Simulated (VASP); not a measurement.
# Ni2N (Pmmm) in VASP: further runs

The runs below take Ni2N through relaxation of cell and atoms, single point, with PBE.

Program: VASP 6.6.1. These are calculated values, not measurements. Logs are shortened: lines on timing, memory, paths and dates and some standing lists are left out, and cuts for length are marked.

## (1) The cell of the first run

Symmetry: Pmmm, No. 47, orthorhombic system. Conventional cell: a = 1.725 Å, b = 5.070 Å, c = 5.445 Å, α = 90.00°, β = 90.00°, γ = 90.00°. Ni (site symmetry mmm) has 2 Ni at 1.72 Å within 2.3 Å. Ni (site symmetry mmm) has 2 Ni at 1.72 Å within 2.3 Å. N (site symmetry mmm) has 2 N at 1.72 Å within 2.3 Å.

The cell was generated, and may not be a known phase.

## (2) Relaxation of cell and atoms, PBE, collinear spin, ferromagnetic start

Input file INCAR:

```
SYSTEM = Ni2N
  ALGO = Normal
  EDIFF = 1E-6
  EDIFFG = -0.04
  ENCUT = 600
  GGA = PE
  IBRION = 2
  ISIF = 3
  ISMEAR = 0
  ISPIN = 2
  LASPH = .TRUE.
  LCHARG = .FALSE.
  LMAXMIX = 4
  LORBIT = 11
  LREAL = .FALSE.
  LWAVE = .FALSE.
  MAGMOM = 2 2 0
  NELM = 150
  NSW = 90
  PREC = Accurate
  SIGMA = 0.1
```

Input file KPOINTS:

```
k-points
0
G
  10 4 4
  0 0 0
```

Input file POSCAR:

```
Ni2N
1.0
    1.7248879500      0.0000000000      0.0000000000
    0.0000000000      5.0697101400      0.0000000000
    0.0000000000      0.0000000000      5.4451112700
Ni N
2 1
Direct
    0.0000000000      0.5000000000      0.5000000000
    0.0000000000      0.0000000000      0.0000000000
    0.0000000000      0.0000000000      0.5000000000
```

Potentials or basis: VASP PAW PBE potentials, release 64 (Ni, N).

Run with:

```sh
$ cat potpaw_PBE.64/Ni/POTCAR potpaw_PBE.64/N/POTCAR > POTCAR
$ mpirun -np 1 vasp_std > vasp.out
```

OUTCAR:

```text
SYSTEM = Ni2N
   EDIFF = 1E-6
   EDIFFG = -0.04
   ENCUT = 600
   GGA = PE
   IBRION = 2
   ISIF = 3
   ISMEAR = 0
   ISPIN = 2
   LASPH = .TRUE.
   LORBIT = 11
   LREAL = .FALSE.
   NELM = 150
   NSW = 90
   PREC = Accurate

 ion  position               nearest neighbor table
   1  0.000  0.500  0.500-
   2  0.000  0.000  0.000-
   3  0.000  0.000  0.500-

  LATTYP: Found a simple orthorhombic cell.
 ALAT       =     1.7248879500
 B/A-ratio  =     2.9391533172
 C/A-ratio  =     3.1567912977

  Lattice vectors:

 A1 = (   1.7248879500,   0.0000000000,   0.0000000000)
 A2 = (   0.0000000000,   5.0697101400,   0.0000000000)
 A3 = (   0.0000000000,   0.0000000000,   5.4451112700)

Analysis of symmetry for initial positions (statically):
=====================================================================
 Subroutine PRICEL returns:
 Original cell was already a primitive cell.

 Routine SETGRP: Setting up the symmetry group for a
 simple orthorhombic supercell.

 Subroutine GETGRP returns: Found  8 space group operations
 (whereof  8 operations were pure point group operations)
 out of a pool of  8 trial point group operations.

The static configuration has the point symmetry D_2h.

Analysis of symmetry for dynamics (positions and initial velocities):
=====================================================================
 Subroutine PRICEL returns:
 Original cell was already a primitive cell.

 Routine SETGRP: Setting up the symmetry group for a
 simple orthorhombic supercell.

 Subroutine GETGRP returns: Found  8 space group operations
 (whereof  8 operations were pure point group operations)
 out of a pool of  8 trial point group operations.

The dynamic configuration has the point symmetry D_2h.

Analysis of structural, dynamic, and magnetic symmetry:
=====================================================================
 Subroutine PRICEL returns:
 Original cell was already a primitive cell.

 Routine SETGRP: Setting up the symmetry group for a
 simple orthorhombic supercell.

 Subroutine GETGRP returns: Found  8 space group operations
 (whereof  8 operations were pure point group operations)
 out of a pool of  8 trial point group operations.

The overall configuration has the point symmetry D_2h.

 Subroutine INISYM returns: Found  8 space group operations
 (whereof  8 operations are pure point group operations),
 and found     1 'primitive' translations

----------------------------------------------------------------------------------------

                                     Primitive cell

  volume of cell :      47.6158

  direct lattice vectors                    reciprocal lattice vectors
     1.724887950  0.000000000  0.000000000     0.579747803  0.000000000  0.000000000
     0.000000000  5.069710140  0.000000000     0.000000000  0.197249936  0.000000000
     0.000000000  0.000000000  5.445111270     0.000000000  0.000000000  0.183650976

  length of vectors
     1.724887950  5.069710140  5.445111270     0.579747803  0.197249936  0.183650976

  position of ions in fractional coordinates (direct lattice)
     0.000000000  0.500000000  0.500000000
     0.000000000  0.000000000  0.000000000
     0.000000000  0.000000000  0.500000000

  ion indices of the primitive-cell ions
   primitive index   ion index
                 1           1
                 2           2
                 3           3

----------------------------------------------------------------------------------------

 KPOINTS: k-points

Automatic generation of k-mesh.
 Grid dimensions read from file:
 generate k-points for:   10    4    4

 Generating k-lattice:

  Cartesian coordinates                     Fractional coordinates (reciprocal lattice)
     0.057974780  0.000000000  0.000000000     0.100000000  0.000000000  0.000000000
     0.000000000  0.049312484  0.000000000     0.000000000  0.250000000  0.000000000
     0.000000000  0.000000000  0.045912744     0.000000000  0.000000000  0.250000000

  Length of vectors
     0.057974780  0.049312484  0.045912744

  Shift w.r.t. Gamma in fractional coordinates (k-lattice)
     0.000000000  0.000000000  0.000000000

 Subroutine IBZKPT returns following result:
 ===========================================

 Found     54 irreducible k-points:

 Following reciprocal coordinates:
            Coordinates               Weight
  0.000000  0.000000  0.000000      1.000000
  0.100000  0.000000  0.000000      2.000000
  0.200000  0.000000  0.000000      2.000000
  0.300000  0.000000  0.000000      2.000000
  0.400000  0.000000  0.000000      2.000000
  0.500000  0.000000  0.000000      1.000000
[... 16 lines left out ...]
  0.400000  0.000000  0.250000      4.000000
  0.500000  0.000000  0.250000      2.000000
 [... further k-points ...]
   k-points           NKPTS =     54   k-points in BZ     NKDIM =     54   number of bands    NBANDS=     18
   number of dos      NEDOS =    301   number of ions     NIONS =      3
   total plane-waves  NPLWV =  28224
   dimension x,y,z NGX =    14 NGY =   42 NGZ =   48
   dimension x,y,z NGXF=    28 NGYF=   84 NGZF=   96
   ions per type =               2   1
   NGX,Y,Z   is equivalent  to a cutoff of  13.49, 13.77, 14.65 a.u.
   NGXF,Y,Z  is equivalent  to a cutoff of  26.99, 27.55, 29.31 a.u.
 SYSTEM =  Ni2N
   PREC   = accura    normal or accurate (medium, high low for compatibility)
   ISTART =      0    job   : 0-new  1-cont  2-samecut
   ICHARG =      2    charge: 1-file 2-atom 10-const
   ISPIN  =      2    spin polarized calculation?
   LNONCOLLINEAR =      F non collinear calculations
   LSORBIT =      F    spin-orbit coupling
   LASPH  =      T    aspherical Exc in radial PAW
   ENCUT  =  600.0 eV  44.10 Ry    6.64 a.u.   3.45 10.13 10.88*2*pi/ulx,y,z
   NELM   =    150;   NELMIN=  2; NELMDL= -5     # of ELM steps
   EDIFF  = 0.1E-05   stopping-criterion for ELM
   LREAL  =      F    real-space projection
   EDIFFG = -.4E-01   stopping-criterion for IOM
   NSW    =     90    number of steps for IOM
   IBRION =      2    ionic relax: 0-MD 1-quasi-New 2-CG
   NFREE  =      1    steps in history (QN), initial steepest desc. (CG)
   ISIF   =      3    stress and relaxation
   ISYM   =      2    0-nonsym 1-usesym 2-fastsym
   POTIM  = 0.5000    time-step for ionic-motion
   TEBEG  =    0.0;   TEEND  =   0.0 temperature during run
   PSTRESS=    0.0 pullay stress
   NELECT =      25.0000    total number of electrons
   NUPDOWN=      -1.0000    fix difference up-down
   EMIN   =  10.00;   EMAX   =-10.00  energy-range for DOS
   EFERMI =   0.00;   METHOD = LEGACY
   ISMEAR =     0;   SIGMA  =   0.10  broadening in eV -4-tet -1-fermi 0-gaus
   EFERMI_NEDOS =   21; number of points for ismear=-14 and -15
   IALGO  =     38    algorithm
   IMIX   =      4    mixing-type and parameters
     AMIX     =   0.40;   BMIX     =  1.00
     AMIX_MAG =   1.60;   BMIX_MAG =  1.00
  volume/ion in A,a.u.               =      15.87       107.11
  Fermi-wavevector in a.u.,A,eV,Ry     =   1.320701  2.495763 23.731985  1.744252
  Thomas-Fermi vector in A             =   2.450508
   LORBIT       =     11    0 simple, 1 ext, 2 COOP (PROOUT), +10 PAW based schemes
   GGA     = PE    functional components
   LHFCALC =     F    Hartree Fock is set to
   AEXX    =    0.0000 exact exchange contribution
   IVDW    =     0    specifies the selected vdW correction
   LEPSILON=     F    determine dielectric tensor
   LRPA    =     F    only Hartree local field effects (RPA)
 conjugate gradient relaxation of ions
 spin polarized calculation
 Gauss-broadening in eV      SIGMA  =   0.10
  energy-cutoff  :      600.00
  volume of cell :       47.62
 maximum number of plane-waves:      1612
 NGX is ok and might be reduce to    14
   NGX =  7   NGY = 21   NGZ = 21

--------------------------------------- Ionic step        1  -------------------------------------------

 number of electron      25.0000006 magnetization       0.4837185

 Free energy of the ion-electron system (eV)
  ---------------------------------------------------
  ext. energy  EPLUGINS =         0.00000000
  ---------------------------------------------------
  free energy    TOTEN  =        -8.08551177 eV

  energy without entropy =       -8.06891979  energy(sigma->0) =       -8.07721578

------------------------ aborting loop because EDIFF is reached ----------------------------------------

  FORCE on cell =-STRESS in cart. coord.  units (eV):
  Direction    XX          YY          ZZ          XY          YZ          ZX
  --------------------------------------------------------------------------------------
  -------------------------------------------------------------------------------------
  Total       33.7556637     -4.7245305     -3.5061614     -0.0000000      0.0000000      0.0000000
  in kB     1135.8120135   -158.9712048   -117.9754695     -0.0000000      0.0000000      0.0000000
  external PRESSURE =     286.2884464 kB  Pullay stress =       0.0000000 kB
[... 2128 lines left out ...]
      4       5.4289      1.00000
      5       5.9195      1.00000
      6       6.1714      1.00000
[... 10 lines left out ...]
     17      19.7279      0.00000
     18      25.2529      0.00000

 [... further k-points ...]

[... ionic steps 4 to 15 ...]

--------------------------------------- Ionic step       16  -------------------------------------------

 number of electron      24.9999939 magnetization       0.0000000

 number of electron      24.9999939 magnetization      -0.0000000

------------------------ aborting loop because EDIFF is reached ----------------------------------------

  FORCE on cell =-STRESS in cart. coord.  units (eV):
  Direction    XX          YY          ZZ          XY          YZ          ZX
  --------------------------------------------------------------------------------------
  -------------------------------------------------------------------------------------
  Total       -0.0454918     -0.0556554     -0.5585565      0.0000000      0.0000000      0.0000000
  in kB       -2.1794092     -2.6663220    -26.7591719      0.0000000      0.0000000      0.0000000
  external PRESSURE =     -10.5349677 kB  Pullay stress =       0.0000000 kB
[... 63 lines left out ...]
--------------------------------------- Ionic step       18  -------------------------------------------

 number of electron      24.9999941 magnetization       0.0000000

 number of electron      24.9999941 magnetization      -0.0000000

 Free energy of the ion-electron system (eV)
  ---------------------------------------------------
  ext. energy  EPLUGINS =         0.00000000
  ---------------------------------------------------
  free energy    TOTEN  =       -18.08054973 eV

  energy without entropy =      -18.06800780  energy(sigma->0) =      -18.07427876

 E-fermi :   7.0183     XC(G=0): -12.0018

 val. band max:        7.0037606893   @ k =   0.4000   0.5000   0.0000
 cond. band min:       7.0192235920   @ k =   0.5000   0.0000   0.5000
 fundamental gap:      0.0154629027
 Fermi energy:         7.0183118570

 spin component 1

 k-point     1 :       0.0000    0.0000    0.0000
  band No.  band energies     occupation
      1     -10.0435      1.00000
      2       1.8360      1.00000
      3       2.3199      1.00000
      4       2.3243      1.00000
      5       3.4015      1.00000
      6       4.0843      1.00000
[... 1033 lines left out ...]
  FREE ENERGIE OF THE ION-ELECTRON SYSTEM (eV)
  ---------------------------------------------------
  free  energy   TOTEN  =       -18.0805497267 eV

  energy  without entropy=      -18.0680077963  energy(sigma->0) =      -18.07427876

 reached required accuracy - stopping structural energy minimisation

 total charge

# of ion       s       p       d       tot
------------------------------------------
    1        0.472   0.580   8.410   9.461
    2        0.471   0.578   8.410   9.458
    3        1.282   2.378   0.000   3.660
--------------------------------------------------
tot          2.224   3.535  16.820  22.579

 magnetization (x)

# of ion       s       p       d       tot
------------------------------------------
    1        0.000   0.000   0.000   0.000
    2       -0.000  -0.000  -0.000  -0.000
    3       -0.000   0.000   0.000   0.000
--------------------------------------------------
tot         -0.000   0.000   0.000   0.000
```

Run time: 17 min. Hardware: 1 thread of Intel Xeon 6975P-C (Granite Rapids), shared host; peak memory 0.28 GiB.

Results:

| Property | Result |
| --- | --- |
| Free energy | -18.0805 eV |
| Relaxed volume | 11.10 Å³/atom |
| Relaxed cell | a = 2.568 Å, b = 3.599 Å, c = 3.602 Å, α = 90.00°, β = 90.00°, γ = 90.00° |
| Space group after relaxing (to 0.1 Å) | P4/mmm (No. 123) |
| Pressure after relaxing | 0.2 GPa |
| Net moment | 0.00 μB per cell |
| Valence electrons inside the program's atomic spheres | Ni 9.46; N 3.66 |

Stress tensor (GPa, compression positive):
```
0.16 0.00 0.00
0.00 0.33 0.00
0.00 0.00 0.15
```

Final structure:
```cif
data_structure
_symmetry_space_group_name_H-M 'P 1'
_symmetry_Int_Tables_number 1
_cell_length_a 2.5684
_cell_length_b 3.5988
_cell_length_c 3.6017
_cell_angle_alpha 90.000
_cell_angle_beta 90.000
_cell_angle_gamma 90.000
_cell_volume 33.29
loop_
_atom_site_label
_atom_site_type_symbol
_atom_site_fract_x
_atom_site_fract_y
_atom_site_fract_z
_atom_site_occupancy
Ni1 Ni 0.00000 0.50000 0.50000 1
Ni2 Ni 0.00000 0.00000 0.00000 1
N1 N 0.00000 0.00000 0.50000 1
```

Caveat: the k points lie up to 0.44 Å⁻¹ apart in the final cell; the volume moved by over 15 % at a fixed basis, so the end points are rough; the moments typed at the start vanished in this run. With open d or f shells a metallic result of PBE can be an artefact of self-interaction; +U or a hybrid may open a gap.

## (3) Single point, PBE, collinear spin, ferromagnetic start

Input file INCAR:

```
SYSTEM = Ni2N
PREC = Accurate
ENCUT = 520
EDIFF = 1E-7
ISMEAR = 0
SIGMA = 0.1
LREAL = .False.
LASPH = .True.
NELM = 150
ALGO = Normal
ISIF = 2
LWAVE = .False.
LCHARG = .False.
ISPIN = 2
MAGMOM = 2 2 0
LORBIT = 11
LMAXMIX = 4
GGA = PE
NBANDS = 24
```

Input file KPOINTS:

```
regular mesh
0
Gamma
  10 4 4
  0 0 0
```

POSCAR is that of step 2.

Potentials or basis: VASP PAW PBE potentials, release 64 (Ni, N).

Run with:

```sh
$ cat potpaw_PBE.64/Ni/POTCAR potpaw_PBE.64/N/POTCAR > POTCAR
$ mpirun -np 1 vasp_std > vasp.out
```

Wall time 1.8 min (1 thread of Intel Xeon 6975P-C (Granite Rapids), shared host); peak memory 0.23 GiB.

Results (log left out):

| Item | Value |
| --- | --- |
| Free energy | -8.0832 eV |
| Pressure | 28.8 GPa |
| Net moment | 0.48 μB per cell |
| Site moments | Ni +0.07, +0.20; N +0.18 μB |
| Valence electrons inside the program's atomic spheres | Ni 9.64; N 3.36 |

Stress tensor (GPa, compression positive):
```
113.73   0.00   0.00
  0.00 -15.77   0.00
  0.00   0.00 -11.66
```

Levels at points of the mesh, in eV from the Fermi level:
Spin up:
| k point | band 8 | band 9 | band 10 | band 11 | band 12 | band 13 | band 14 | band 15 | band 16 | band 17 |
| --- | --- | --- | --- | --- | --- | --- | --- | --- | --- | --- |
| (0.00, 0.00, 0.00) | -2.07 | -1.99 | -1.84 | -0.81 | 0.58 | 0.69 | 0.83 | 0.85 | 2.59 | 2.91 |
| (0.50, 0.00, 0.00) | -0.42 | -0.38 | -0.33 | 0.34 | 0.52 | 0.94 | 1.12 | 7.28 | 9.24 | 12.39 |
| (0.00, 0.50, 0.00) | -2.27 | -2.05 | -1.92 | 0.45 | 0.58 | 0.69 | 0.83 | 0.85 | 2.51 | 3.13 |
| (0.50, 0.50, 0.00) | -0.49 | -0.38 | -0.37 | 0.00 | 0.41 | 1.21 | 2.05 | 7.59 | 8.21 | 12.71 |
| (0.00, 0.00, 0.50) | -2.31 | -2.01 | -1.91 | -0.26 | 0.58 | 0.69 | 0.83 | 0.85 | 2.84 | 3.34 |
| (0.50, 0.00, 0.50) | -0.44 | -0.41 | -0.41 | 0.08 | 0.45 | 0.98 | 1.77 | 7.65 | 8.25 | 12.59 |
| (0.00, 0.50, 0.50) | -1.79 | -1.78 | -0.42 | 0.03 | 0.58 | 0.69 | 0.83 | 0.85 | 0.94 | 2.46 |
| (0.50, 0.50, 0.50) | -0.71 | -0.42 | -0.40 | 0.06 | 0.16 | 1.80 | 2.06 | 7.68 | 7.83 | 12.24 |
Spin down:
| k point | band 10 | band 11 | band 12 | band 13 | band 14 | band 15 |
| --- | --- | --- | --- | --- | --- | --- |
| (0.00, 0.00, 0.00) | -1.74 | -0.78 | 0.87 | 0.94 | 1.06 | 1.09 |
| (0.50, 0.00, 0.00) | -0.20 | 0.44 | 0.63 | 1.19 | 1.40 | 7.30 |
| (0.00, 0.50, 0.00) | -1.86 | 0.56 | 0.87 | 0.94 | 1.06 | 1.09 |
| (0.50, 0.50, 0.00) | -0.21 | 0.10 | 0.56 | 1.48 | 2.25 | 7.58 |
| (0.00, 0.00, 0.50) | -1.87 | -0.09 | 0.87 | 0.94 | 1.06 | 1.09 |
| (0.50, 0.00, 0.50) | -0.26 | 0.26 | 0.52 | 1.23 | 2.02 | 7.68 |
| (0.00, 0.50, 0.50) | -0.44 | 0.19 | 0.87 | 0.94 | 1.06 | 1.06 |
| (0.50, 0.50, 0.50) | -0.27 | 0.16 | 0.33 | 2.06 | 2.26 | 7.68 |

Caveat: the k points lie up to 0.36 Å⁻¹ apart; atoms lie so close that the PAW spheres overlap strongly, which falsifies energies and pressures.
